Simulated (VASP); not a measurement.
Input of a VASP 6.6.1 run:

Contents of INCAR:

```
SYSTEM = TiC
ALGO = Normal
EDIFF = 1E-6
ENCUT = 520
GGA = PE
ISIF = 2
ISMEAR = 0
LASPH = .True.
LCHARG = .False.
LREAL = .False.
LWAVE = .False.
NBANDS = 42
NELM = 60
PREC = Accurate
SIGMA = 0.1
```

Contents of KPOINTS:

```
k-points
0
Gamma
  12 12 4
  0 0 0
```

The input POSCAR:

```
TiC
1.0
    3.1011933116     -0.0000000289      0.0000000000
   -1.5505966308      2.6857122044      0.0000000000
    0.0000000000      0.0000000000      9.7826734000
Ti C
4 4
Direct
    0.6666666667      0.3333333333      0.7500000000
    0.0000000000      0.0000000000      0.0000000000
    0.3333333333      0.6666666667      0.2500000000
    0.0000000000      0.0000000000      0.5000000000
    0.3333333333      0.6666666667      0.8754600000
    0.6666666667      0.3333333333      0.1245400000
    0.6666666667      0.3333333333      0.3754600000
    0.3333333333      0.6666666667      0.6245400000
```

Potentials or basis: VASP PAW PBE potentials, release 64 (Ti_sv, C).

Launch:

```console
$ cat potpaw_PBE.64/Ti_sv/POTCAR potpaw_PBE.64/C/POTCAR > POTCAR
$ mpirun -np 1 vasp_std > vasp.out
```

What does it give for the pressure?

0.2 GPa.

Estimate the band gap on the k mesh.

zero (bands 32 and 33 overlap by 0.89 eV).

Stress tensor (GPa, compression positive):
```
0.19 0.00 0.00
0.00 0.19 0.00
0.00 0.00 0.11
```
